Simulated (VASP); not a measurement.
# BeP2Pb2 (I4/mmm) in VASP: single point with r2SCAN+rVV10

Aim: the single point of BeP2Pb2 with r2SCAN+rVV10.

All numbers are computed with VASP 6.6.1; they aren't measurements. Logs are shortened: lines on timing, memory, paths and dates and some standing lists are left out, and cuts for length are marked.

## (1) The cell of the first run

Symmetry: I4/mmm, No. 139, tetragonal system. Conventional cell: a = 5.719 Å, b = 5.719 Å, c = 7.259 Å, α = 90.00°, β = 90.00°, γ = 90.00°. Be (site symmetry 4/mmm) has 2 P at 2.00 Å within 2.7 Å. P (site symmetry 4mm) has 1 Be at 2.00 Å within 2.7 Å. Within 3.8 Å of Pb (site symmetry -4m2) lie 4 P at 2.87 Å and 4 Be at 3.39 Å and 2 Pb at 3.63 Å.

## (2) Single point, r2SCAN+rVV10

Input file POSCAR:

```
BeP2Pb2
1.0
   -2.8595258278      2.8595258278      3.6293914023
    2.8595258278     -2.8595258278      3.6293914023
    2.8595258278      2.8595258278     -3.6293914023
Be P Pb
1 2 2
Direct
    0.0000000000      0.0000000000      0.0000000000
    0.7242133660      0.7242133660      0.0000000000
    0.2757866340      0.2757866340      0.0000000000
    0.7500000000      0.2500000000      0.5000000000
    0.2500000000      0.7500000000      0.5000000000
```

Input file INCAR.step1:

```
SYSTEM = BeP2Pb2
ALGO = Normal
EDIFF = 1E-4
ENCUT = 520
GGA = PE
ISMEAR = -1
LASPH = .True.
LCHARG = .False.
LREAL = .False.
LWAVE = .True.
NBANDS = 28
NELM = 80
PREC = Accurate
SIGMA = 0.03
```

Input file INCAR.step2:

```
SYSTEM = BeP2Pb2
ALGO = Normal
BPARAM = 11.95
CPARAM = 0.0093
EDIFF = 1E-7
ENCUT = 520
ISIF = 2
ISMEAR = -1
ISTART = 1
IVDW_NL = 2
LASPH = .True.
LCHARG = .True.
LELF = .True.
LMIXTAU = .True.
LREAL = .False.
LUSE_VDW = .True.
LVHAR = .True.
LWAVE = .False.
METAGGA = R2SCAN
NBANDS = 28
NELM = 80
PREC = Accurate
SIGMA = 0.03
```

Input file KPOINTS:

```
k-points
0
Gamma
  6 6 6
  0 0 0
```

Potentials or basis: VASP PAW PBE potentials, release 64 (Be, P, Pb_d).

Started as:

```bash
$ cat potpaw_PBE.64/Be/POTCAR potpaw_PBE.64/P/POTCAR potpaw_PBE.64/Pb_d/POTCAR > POTCAR
$ cp INCAR.step1 INCAR
$ mpirun -np 1 vasp_std > vasp.out
$ cp INCAR.step2 INCAR
$ mpirun -np 1 vasp_std > vasp.out
```

OUTCAR:

```text
SYSTEM = BeP2Pb2
   BPARAM = 11.95
   EDIFF = 1E-7
   ENCUT = 520
   ISIF = 2
   ISMEAR = -1
   ISTART = 1
   IVDW_NL = 2
   LASPH = .True.
   LREAL = .False.
   METAGGA = R2SCAN
   NELM = 80
   PREC = Accurate

 ion  position               nearest neighbor table
   1  0.000  0.000  0.000-   2 2.00   3 2.00
   2  0.724  0.724  0.000-   1 2.00   4 2.87   5 2.87   4 2.87   5 2.87
   3  0.276  0.276  0.000-   1 2.00   4 2.87   5 2.87   5 2.87   4 2.87
   4  0.750  0.250  0.500-   3 2.87   2 2.87   3 2.87   2 2.87   5 3.63   5 3.63   5 4.04   5 4.04
                             5 4.04   5 4.04
   5  0.250  0.750  0.500-   3 2.87   2 2.87   3 2.87   2 2.87   4 3.63   4 3.63   4 4.04   4 4.04
                             4 4.04   4 4.04

  LATTYP: Found a body centered tetragonal cell.
 ALAT       =     5.7190516556
 C/A-ratio  =     1.2692284039

  Lattice vectors:

 A1 = (  -2.8595258278,   2.8595258278,   3.6293914023)
 A2 = (   2.8595258278,  -2.8595258278,   3.6293914023)
 A3 = (   2.8595258278,   2.8595258278,  -3.6293914023)

Analysis of symmetry for initial positions (statically):
=====================================================================
 Subroutine PRICEL returns:
 Original cell was already a primitive cell.

 Routine SETGRP: Setting up the symmetry group for a
 body centered tetragonal supercell.

 Subroutine GETGRP returns: Found 16 space group operations
 (whereof 16 operations were pure point group operations)
 out of a pool of 16 trial point group operations.

The static configuration has the point symmetry D_4h.

Analysis of symmetry for dynamics (positions and initial velocities):
=====================================================================
 Subroutine PRICEL returns:
 Original cell was already a primitive cell.

 Routine SETGRP: Setting up the symmetry group for a
 body centered tetragonal supercell.

 Subroutine GETGRP returns: Found 16 space group operations
 (whereof 16 operations were pure point group operations)
 out of a pool of 16 trial point group operations.

The dynamic configuration has the point symmetry D_4h.

 Subroutine INISYM returns: Found 16 space group operations
 (whereof 16 operations are pure point group operations),
 and found     1 'primitive' translations

----------------------------------------------------------------------------------------

                                     Primitive cell

  volume of cell :     118.7085

  direct lattice vectors                    reciprocal lattice vectors
    -2.859525828  2.859525828  3.629391402     0.000000000  0.174854165  0.137764144
     2.859525828 -2.859525828  3.629391402     0.174854165  0.000000000  0.137764144
     2.859525828  2.859525828 -3.629391402     0.174854165  0.174854165  0.000000000

  length of vectors
     5.433806941  5.433806941  5.433806941     0.222604893  0.222604893  0.247281131

  position of ions in fractional coordinates (direct lattice)
     0.000000000  0.000000000  0.000000000
     0.724213366  0.724213366  0.000000000
     0.275786634  0.275786634  0.000000000
     0.750000000  0.250000000  0.500000000
     0.250000000  0.750000000  0.500000000

  ion indices of the primitive-cell ions
   primitive index   ion index
                 1           1
                 2           2
                 3           3
                 4           4
                 5           5

----------------------------------------------------------------------------------------

 KPOINTS: k-points

Automatic generation of k-mesh.
 Grid dimensions read from file:
 generate k-points for:    6    6    6

 Generating k-lattice:

  Cartesian coordinates                     Fractional coordinates (reciprocal lattice)
     0.000000000  0.029142361  0.022960691     0.166666667  0.000000000 -0.000000000
     0.029142361  0.000000000  0.022960691     0.000000000  0.166666667 -0.000000000
     0.029142361  0.029142361  0.000000000     0.000000000  0.000000000  0.166666667

  Length of vectors
     0.037100815  0.037100815  0.041213522

  Shift w.r.t. Gamma in fractional coordinates (k-lattice)
     0.000000000  0.000000000  0.000000000

 Subroutine IBZKPT returns following result:
 ===========================================

 Found     30 irreducible k-points:

 Following reciprocal coordinates:
            Coordinates               Weight
  0.000000  0.000000  0.000000      1.000000
  0.166667 -0.000000  0.000000      8.000000
  0.333333 -0.000000  0.000000      8.000000
  0.500000  0.000000  0.000000      4.000000
  0.166667  0.166667  0.000000      8.000000
  0.333333  0.166667  0.000000     16.000000
[... 16 lines left out ...]
 -0.333333 -0.333333  0.166667      8.000000
 -0.166667 -0.333333  0.166667      8.000000
 [... further k-points ...]
   k-points           NKPTS =     30   k-points in BZ     NKDIM =     30   number of bands    NBANDS=     28
   number of dos      NEDOS =    301   number of ions     NIONS =      5
   total plane-waves  NPLWV =  64000
   dimension x,y,z NGX =    40 NGY =   40 NGZ =   40
   dimension x,y,z NGXF=    80 NGYF=   80 NGZF=   80
   ions per type =               1   2   2
   NGX,Y,Z   is equivalent  to a cutoff of  12.24, 12.24, 12.24 a.u.
   NGXF,Y,Z  is equivalent  to a cutoff of  24.48, 24.48, 24.48 a.u.
 SYSTEM =  BeP2Pb2
   PREC   = accura    normal or accurate (medium, high low for compatibility)
   ISTART =      1    job   : 0-new  1-cont  2-samecut
   ICHARG =      0    charge: 1-file 2-atom 10-const
   ISPIN  =      1    spin polarized calculation?
   LNONCOLLINEAR =      F non collinear calculations
   LSORBIT =      F    spin-orbit coupling
   LASPH  =      T    aspherical Exc in radial PAW
   ENCUT  =  520.0 eV  38.22 Ry    6.18 a.u.  10.10 10.10 10.10*2*pi/ulx,y,z
   NELM   =     80;   NELMIN=  2; NELMDL=  0     # of ELM steps
   EDIFF  = 0.1E-06   stopping-criterion for ELM
   LREAL  =      F    real-space projection
   EDIFFG = 0.1E-05   stopping-criterion for IOM
   NSW    =      0    number of steps for IOM
   IBRION =     -1    ionic relax: 0-MD 1-quasi-New 2-CG
   NFREE  =      0    steps in history (QN), initial steepest desc. (CG)
   ISIF   =      2    stress and relaxation
   ISYM   =      2    0-nonsym 1-usesym 2-fastsym
   POTIM  = 0.5000    time-step for ionic-motion
   TEBEG  =    0.0;   TEEND  =   0.0 temperature during run
   PSTRESS=    0.0 pullay stress
   NELECT =      40.0000    total number of electrons
   NUPDOWN=      -1.0000    fix difference up-down
   EMIN   =  10.00;   EMAX   =-10.00  energy-range for DOS
   EFERMI =   0.00;   METHOD = LEGACY
   ISMEAR =    -1;   SIGMA  =   0.03  broadening in eV -4-tet -1-fermi 0-gaus
   EFERMI_NEDOS =   21; number of points for ismear=-14 and -15
   IALGO  =     38    algorithm
   IMIX   =      4    mixing-type and parameters
     AMIX     =   0.40;   BMIX     =  1.00
     AMIX_MAG =   1.60;   BMIX_MAG =  1.00
  volume/ion in A,a.u.               =      23.74       160.22
  Fermi-wavevector in a.u.,A,eV,Ry     =   1.139202  2.152780 17.657397  1.297782
  Thomas-Fermi vector in A             =   2.275906
   LORBIT       =      0    0 simple, 1 ext, 2 COOP (PROOUT), +10 PAW based schemes
   METAGGA = R2SCAN    functional components
   LHFCALC =     F    Hartree Fock is set to
   AEXX    =    0.0000 exact exchange contribution
   IVDW_NL    =     2    kernel type
   BPARAM     =11.9500
   IVDW    =     0    specifies the selected vdW correction
   LEPSILON=     F    determine dielectric tensor
   LRPA    =     F    only Hartree local field effects (RPA)
 non-spin polarized calculation
  energy-cutoff  :      520.00
  volume of cell :      118.71
 maximum number of plane-waves:      3226
   NGX = 21   NGY = 21   NGZ = 21

 number of electron      39.9999997 magnetization

 Free energy of the ion-electron system (eV)
  ---------------------------------------------------
  ext. energy  EPLUGINS =         0.00000000
  ---------------------------------------------------
  free energy    TOTEN  =      -132.73850572 eV

  energy without entropy =     -132.72908855  energy(sigma->0) =     -132.73379713

 E-fermi :   5.2147     XC(G=0): -10.1605

 val. band max:        5.1437454017   @ k =   0.1667   0.1667   0.0000
 cond. band min:       5.2199389403   @ k =   0.3333  -0.0000   0.0000
 fundamental gap:      0.0761935386
 Fermi energy:         5.2146860339

 k-point     1 :       0.0000    0.0000    0.0000
  band No.  band energies     occupation
      1     -12.1645      2.00000
      2     -12.1547      2.00000
      3     -12.0286      2.00000
      4     -12.0200      2.00000
      5     -12.0200      2.00000
      6     -12.0025      2.00000
[... 20 lines left out ...]
     27      11.8594      0.00000
     28      11.8594      0.00000

 k-point     2 :       0.1667   -0.0000    0.0000
  band No.  band energies     occupation
      1     -12.1458      2.00000
      2     -12.1418      2.00000
      3     -12.0206      2.00000
      4     -12.0142      2.00000
      5     -12.0137      2.00000
      6     -12.0092      2.00000
[... 20 lines left out ...]
     27      10.9931      0.00000
     28      12.2324      0.00000

 k-point     3 :       0.3333   -0.0000    0.0000
  band No.  band energies     occupation
      1     -12.1088      2.00000
      2     -12.0954      2.00000
      3     -12.0298      2.00000
      4     -11.9986      2.00000
      5     -11.9981      2.00000
      6     -11.9968      2.00000
[... 20 lines left out ...]
     27      10.7465      0.00000
     28      11.6579      0.00000

 k-point     4 :       0.5000    0.0000    0.0000
  band No.  band energies     occupation
      1     -12.0700      2.00000
      2     -12.0685      2.00000
      3     -12.0220      2.00000
      4     -12.0218      2.00000
      5     -11.9768      2.00000
      6     -11.9758      2.00000
[... 578 lines left out ...]
     27      11.2950      0.00000
     28      11.6525      0.00000

 k-point    23 :      -0.3333   -0.3333    0.1667
  band No.  band energies     occupation
      1     -12.1407      2.00000
      2     -12.0461      2.00000
      3     -12.0235      2.00000
      4     -12.0100      2.00000
      5     -12.0014      2.00000
      6     -11.9868      2.00000
[... 20 lines left out ...]
     27      11.6176      0.00000
     28      11.9678      0.00000

 k-point    24 :      -0.1667   -0.3333    0.1667
  band No.  band energies     occupation
      1     -12.1499      2.00000
      2     -12.0683      2.00000
      3     -12.0169      2.00000
      4     -12.0062      2.00000
      5     -11.9919      2.00000
      6     -11.9841      2.00000
[... 20 lines left out ...]
     27      12.2287      0.00000
     28      12.4937      0.00000

 [... further k-points ...]

------------------------ aborting loop because EDIFF is reached ----------------------------------------

  FORCE on cell =-STRESS in cart. coord.  units (eV):
  Direction    XX          YY          ZZ          XY          YZ          ZX
  --------------------------------------------------------------------------------------
  -------------------------------------------------------------------------------------
  Total        0.1014209      0.1014209     -0.1923280      0.0000000     -0.0000000      0.0000000
  in kB        1.3688513      1.3688513     -2.5958000      0.0000000     -0.0000000      0.0000000
  external PRESSURE =       0.0473009 kB  Pullay stress =       0.0000000 kB

 VOLUME and BASIS-vectors are now :
 -----------------------------------------------------------------------------
  energy-cutoff  :      520.00
  volume of cell :      118.71
      direct lattice vectors                 reciprocal lattice vectors
    -2.859525828  2.859525828  3.629391402     0.000000000  0.174854165  0.137764144
     2.859525828 -2.859525828  3.629391402     0.174854165  0.000000000  0.137764144
     2.859525828  2.859525828 -3.629391402     0.174854165  0.174854165  0.000000000

 POSITION                                       TOTAL-FORCE (eV/Angst)
 -----------------------------------------------------------------------------------
      0.00000      0.00000      0.00000         0.000000      0.000000      0.000000
      0.00000      0.00000      5.25691         0.000000      0.000000      0.061097
      0.00000      0.00000      2.00188        -0.000000     -0.000000     -0.061097
      0.00000      2.85953      1.81470         0.000000      0.000000     -0.000000
      2.85953      0.00000      1.81470         0.000000      0.000000      0.000000
 -----------------------------------------------------------------------------------
    total drift:                                0.000000      0.000000     -0.000000

  FREE ENERGIE OF THE ION-ELECTRON SYSTEM (eV)
  ---------------------------------------------------
  free  energy   TOTEN  =      -132.7385057180 eV

  energy  without entropy=     -132.7290885511  energy(sigma->0) =     -132.73379713
```

Wall time 6.3 min (1 thread of AMD EPYC 7R13 (Zen 3), shared host); peak memory 0.51 GiB.

Results:

| Quantity | Value |
| --- | --- |
| Free energy | -132.7385 eV |
| Pressure | 0.0 GPa |
| Largest force | 0.061 eV/Å |
| Band gap on the k mesh | zero (bands 20 and 21 overlap by 2.21 eV) |

Forces in eV/Å, atoms in the order of the input:
```
Be   0.000  0.000  0.000
P    0.000  0.000  0.061
P    0.000  0.000 -0.061
Pb   0.000  0.000  0.000
Pb   0.000  0.000  0.000
```

Stress tensor (GPa, compression positive):
```
 0.14  0.00  0.00
 0.00  0.14  0.00
 0.00  0.00 -0.26
```

Caveat: the PAW data sets were made with another functional, which shifts forces and pressure a little; spin-orbit coupling is left out, which moves the levels of the heavy elements.
